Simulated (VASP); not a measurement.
Set up this calculation in VASP 6.6.1, as the native input.

```
Task                   : single point
Functional             : r2SCAN
Dispersion             : rVV10
Potentials or basis    : VASP PAW PBE potentials, release 64 (Hf_pv, O)
Cutoff                 : 520 eV
k mesh                 : 10 × 10 × 10
Occupations            : fermi-dirac, width 0.03 eV
Spin                   : no spin polarisation
Dipole correction      : no
Further INCAR settings : ALGO = Normal; EDIFF = 1e-07; NBANDS = 18
```

The system is HfO2.

```
Hf O
1.0
     0.00000    2.52350    2.52350
     2.52350    0.00000    2.52350
     2.52350    2.52350    0.00000
Hf O
1 2
Direct
  0.00000 0.00000 0.00000
  0.75000 0.75000 0.75000
  0.25000 0.25000 0.25000
```

These files were run (other wordings do the same):

POSCAR

```
HfO2
1.0
    0.0000000000      2.5234973484      2.5234973484
    2.5234973484      0.0000000000      2.5234973484
    2.5234973484      2.5234973484      0.0000000000
Hf O
1 2
Direct
    0.0000000000      0.0000000000      0.0000000000
    0.7500000000      0.7500000000      0.7500000000
    0.2500000000      0.2500000000      0.2500000000
```

INCAR.step1

```
SYSTEM = HfO2
PREC = Accurate
ENCUT = 520
ISMEAR = -1
SIGMA = 0.03
LREAL = .FALSE.
LASPH = .TRUE.
NELM = 100
NBANDS = 18
GGA = PE
ALGO = Normal
EDIFF = 1E-4
LWAVE = .TRUE.
LCHARG = .FALSE.
```

INCAR.step2

```
SYSTEM = HfO2
PREC = Accurate
ENCUT = 520
EDIFF = 1E-7
ISMEAR = -1
SIGMA = 0.03
LREAL = .FALSE.
LASPH = .TRUE.
NELM = 100
ALGO = Normal
ISIF = 2
LWAVE = .FALSE.
LCHARG = .FALSE.
METAGGA = R2SCAN
LMIXTAU = .TRUE.
LUSE_VDW = .TRUE.
IVDW_NL = 2
BPARAM = 11.95
CPARAM = 0.0093
NBANDS = 18
ISTART = 1
```

KPOINTS

```
regular mesh
0
G
  10 10 10
  0 0 0
```

Potentials or basis: VASP PAW PBE potentials, release 64 (Hf_pv, O).

Command:

```console
$ cat potpaw_PBE.64/Hf_pv/POTCAR potpaw_PBE.64/O/POTCAR > POTCAR
$ cp INCAR.step1 INCAR
$ mpirun -np 1 vasp_std > vasp.out
$ cp INCAR.step2 INCAR
$ mpirun -np 1 vasp_std > vasp.out
```

Results of the run:

| Item | Value |
| --- | --- |
| Pressure | -3.6 GPa |
| Band gap on the k mesh | 4.30 eV |

Caveat: the cell stands under tension; the PAW data sets were made with another functional, which shifts forces and pressure a little; spin-orbit coupling is left out, which moves the levels of the heavy elements.

It took 4.2 min on 1 thread of Intel Xeon 8259CL (shared host), peak memory 0.28 GiB.
